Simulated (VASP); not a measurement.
# Ta (R-3m) in VASP: a series of runs

Ta is run at these levels: PBEsol; tasks: single point.

Program: VASP 6.6.1. These are calculated values, not measurements. Logs are shortened: lines on timing, memory, paths and dates and some standing lists are left out, and cuts for length are marked.

**1. The cell of the first run**

It takes space group R-3m (No. 166, trigonal). The conventional cell has a = 4.624 Å, b = 4.624 Å, c = 2.917 Å, α = 90.00°, β = 90.00°, γ = 120.00°. Within 3.7 Å of Ta (site symmetry -3m) lie 14 Ta at 2.84 to 3.30 Å.

**2. Single point, PBEsol (equal xy, yz and zx shear strains of +2 %)**

The input, INCAR:

```
SYSTEM = Ta
ALGO = Normal
EDIFF = 1E-7
ENCUT = 520
GGA = PS
ISIF = 2
ISMEAR = -1
LASPH = .TRUE.
LCHARG = .FALSE.
LREAL = .FALSE.
LWAVE = .FALSE.
NBANDS = 12
NELM = 80
PREC = Accurate
SIGMA = 0.08
```

The input, KPOINTS:

```
k-points
0
G
  17 17 17
  0 0 0
```

The input, POSCAR:

```
Ta
1.0
   -1.6182544000      1.6512800000      1.6512800000
    1.6512800000     -1.6182544000      1.6512800000
    1.6512800000      1.6512800000     -1.6182544000
Ta
1
Direct
    0.0000000000      0.0000000000      0.0000000000
```

Potentials or basis: VASP PAW PBE potentials, release 64 (Ta_pv).

On the command line:

```console
$ cat potpaw_PBE.64/Ta_pv/POTCAR > POTCAR
$ mpirun -np 1 vasp_std > vasp.out
```

OUTCAR:

```text
SYSTEM = Ta
   EDIFF = 1E-7
   ENCUT = 520
   GGA = PS
   ISIF = 2
   ISMEAR = -1
   LASPH = .TRUE.
   LREAL = .FALSE.
   NELM = 80
   PREC = Accurate

 ion  position               nearest neighbor table
   1  0.000  0.000  0.000-

  LATTYP: Found a trigonal (rhomboedric) cell.
 ALAT       =     2.8411614843
 COS(alpha) =    -0.3242805026

  Lattice vectors:

 A1 = (  -1.6182544000,   1.6512800000,   1.6512800000)
 A2 = (   1.6512800000,  -1.6182544000,   1.6512800000)
 A3 = (   1.6512800000,   1.6512800000,  -1.6182544000)

Analysis of symmetry for initial positions (statically):
=====================================================================
 Subroutine PRICEL returns:
 Original cell was already a primitive cell.

 Routine SETGRP: Setting up the symmetry group for a
 trigonal (rhombohedral) supercell.

 Subroutine GETGRP returns: Found 12 space group operations
 (whereof 12 operations were pure point group operations)
 out of a pool of 12 trial point group operations.

The static configuration has the point symmetry D_3d.

Analysis of symmetry for dynamics (positions and initial velocities):
=====================================================================
 Subroutine PRICEL returns:
 Original cell was already a primitive cell.

 Routine SETGRP: Setting up the symmetry group for a
 trigonal (rhombohedral) supercell.

 Subroutine GETGRP returns: Found 12 space group operations
 (whereof 12 operations were pure point group operations)
 out of a pool of 12 trial point group operations.

The dynamic configuration has the point symmetry D_3d.

 Subroutine INISYM returns: Found 12 space group operations
 (whereof 12 operations are pure point group operations),
 and found     1 'primitive' translations

----------------------------------------------------------------------------------------

                                     Primitive cell

  volume of cell :      18.0050

  direct lattice vectors                    reciprocal lattice vectors
    -1.618254400  1.651280000  1.651280000    -0.005997136  0.299856810  0.299856810
     1.651280000 -1.618254400  1.651280000     0.299856810 -0.005997136  0.299856810
     1.651280000  1.651280000 -1.618254400     0.299856810  0.299856810 -0.005997136

  length of vectors
     2.841161484  2.841161484  2.841161484     0.424103972  0.424103972  0.424103972

  position of ions in fractional coordinates (direct lattice)
     0.000000000  0.000000000  0.000000000

  ion indices of the primitive-cell ions
   primitive index   ion index
                 1           1

[... 83 lines left out ...]
   NUPDOWN=      -1.0000    fix difference up-down
   EMIN   =  10.00;   EMAX   =-10.00  energy-range for DOS
   EFERMI =   0.00;   METHOD = LEGACY
   ISMEAR =    -1;   SIGMA  =   0.08  broadening in eV -4-tet -1-fermi 0-gaus
   EFERMI_NEDOS =   21; number of points for ismear=-14 and -15
   IALGO  =     38    algorithm
   IMIX   =      4    mixing-type and parameters
     AMIX     =   0.40;   BMIX     =  1.00
     AMIX_MAG =   1.60;   BMIX_MAG =  1.00
  volume/ion in A,a.u.               =      18.00       121.50
  Fermi-wavevector in a.u.,A,eV,Ry     =   1.389126  2.625067 26.254750  1.929670
  Thomas-Fermi vector in A             =   2.513186
   LORBIT       =      0    0 simple, 1 ext, 2 COOP (PROOUT), +10 PAW based schemes
   GGA     = PS    functional components
   LHFCALC =     F    Hartree Fock is set to
   AEXX    =    0.0000 exact exchange contribution
   IVDW    =     0    specifies the selected vdW correction
   LEPSILON=     F    determine dielectric tensor
   LRPA    =     F    only Hartree local field effects (RPA)
 non-spin polarized calculation
  energy-cutoff  :      520.00
  volume of cell :       18.00
 maximum number of plane-waves:       496
 NGX is ok and might be reduce to    24
   NGX = 11   NGY = 11   NGZ = 11

 number of electron      11.0000000 magnetization

 Free energy of the ion-electron system (eV)
  ---------------------------------------------------
  ext. energy  EPLUGINS =         0.00000000
  ---------------------------------------------------
  free energy    TOTEN  =       -12.55701837 eV

  energy without entropy =      -12.52909916  energy(sigma->0) =      -12.54305876

 E-fermi :   5.3224     XC(G=0): -12.7293

 val. band max:        5.3216424723   @ k =  -0.2353   0.1176   0.0588
 cond. band min:       5.3256282807   @ k =   0.1176   0.0588  -0.0000
 fundamental gap:      0.0039858084
 Fermi energy:         5.3223558532

 k-point     1 :       0.0000    0.0000    0.0000
  band No.  band energies     occupation
      1     -27.7537      2.00000
      2     -27.6698      2.00000
      3     -27.6698      2.00000
      4      -2.6056      2.00000
      5       5.8655      0.00225
      6       5.8655      0.00225
      7       6.3678      0.00000
      8       9.3417      0.00000
      9       9.3417      0.00000
     10      19.9890      0.00000
     11      20.1857      0.00000
     12      20.1857      0.00000
[... 331 lines left out ...]
 k-point    24 :      -0.1176    0.0588    0.0000
  band No.  band energies     occupation
      1     -27.8316      2.00000
      2     -27.7479      2.00000
      3     -27.6834      2.00000
      4      -2.1443      2.00000
      5       5.6833      0.02171
      6       5.9726      0.00059
      7       6.5149      0.00000
      8       8.8990      0.00000
      9       9.3452      0.00000
     10      19.9885      0.00000
     11      20.5960      0.00000
     12      21.2189      0.00000

 [... further k-points ...]

------------------------ aborting loop because EDIFF is reached ----------------------------------------

  FORCE on cell =-STRESS in cart. coord.  units (eV):
  Direction    XX          YY          ZZ          XY          YZ          ZX
  --------------------------------------------------------------------------------------
  -------------------------------------------------------------------------------------
  Total       -0.3883520     -0.3883520     -0.3883520     -0.1714051     -0.1714051     -0.1714051
  in kB      -34.5575901    -34.5575901    -34.5575901    -15.2525245    -15.2525245    -15.2525245
  external PRESSURE =     -34.5575901 kB  Pullay stress =       0.0000000 kB

 VOLUME and BASIS-vectors are now :
 -----------------------------------------------------------------------------
  energy-cutoff  :      520.00
  volume of cell :       18.00
      direct lattice vectors                 reciprocal lattice vectors
    -1.618254400  1.651280000  1.651280000    -0.005997136  0.299856810  0.299856810
     1.651280000 -1.618254400  1.651280000     0.299856810 -0.005997136  0.299856810
     1.651280000  1.651280000 -1.618254400     0.299856810  0.299856810 -0.005997136

 POSITION                                       TOTAL-FORCE (eV/Angst)
 -----------------------------------------------------------------------------------
      0.00000      0.00000      0.00000        -0.000000      0.000000     -0.000000
 -----------------------------------------------------------------------------------
    total drift:                                0.000000      0.000000     -0.000000

  FREE ENERGIE OF THE ION-ELECTRON SYSTEM (eV)
  ---------------------------------------------------
  free  energy   TOTEN  =       -12.5570183678 eV

  energy  without entropy=      -12.5290991589  energy(sigma->0) =      -12.54305876
```

OSZICAR:

```text
N       E                     dE             d eps       ncg     rms          rms(c)
DAV:   1     0.604647231365E+02    0.60465E+02   -0.61371E+03 11792   0.876E+02
DAV:   2    -0.120334857376E+02   -0.72498E+02   -0.70671E+02 13132   0.245E+02
DAV:   3    -0.130648107550E+02   -0.10313E+01   -0.10208E+01 13912   0.275E+01
DAV:   4    -0.130674909792E+02   -0.26802E-02   -0.26799E-02 13120   0.156E+00
DAV:   5    -0.130674998611E+02   -0.88818E-05   -0.88818E-05 13972   0.854E-02    0.138E+01
DAV:   6    -0.126756447411E+02    0.39186E+00   -0.30955E-01 14044   0.588E+00    0.666E+00
DAV:   7    -0.125585550120E+02    0.11709E+00   -0.26884E-01 13776   0.505E+00    0.370E-01
DAV:   8    -0.125570563001E+02    0.14987E-02   -0.80023E-03 12644   0.756E-01    0.123E-01
DAV:   9    -0.125570212588E+02    0.35041E-04   -0.12325E-04 13696   0.116E-01    0.246E-02
DAV:  10    -0.125570187610E+02    0.24978E-05   -0.35747E-06 13064   0.175E-02    0.388E-03
DAV:  11    -0.125570184618E+02    0.29925E-06   -0.17793E-07 12424   0.403E-03    0.165E-03
DAV:  12    -0.125570183678E+02    0.93948E-07   -0.35609E-08  6840   0.210E-03
   1 F= -.12557018E+02 E0= -.12543059E+02  d E =-.279192E-01
```

Wall time 50 s (1 thread of AMD EPYC 9R45 (Zen 5), shared host); peak memory 0.19 GiB.

Results:

- Free energy: -12.5570 eV
- Pressure: -3.5 GPa
- Band gap on the k mesh: zero (an odd number of electrons rules out a gap without spin polarisation)

Caveat: the cell differs from its parent crystal (equal xy, yz and zx shear strains of +2 %); the cell stands under tension; the PAW data sets were made with another functional, which shifts forces and pressure a little; spin-orbit coupling is left out, which moves the levels of the heavy elements.

(Continued in part 2 of 2.)
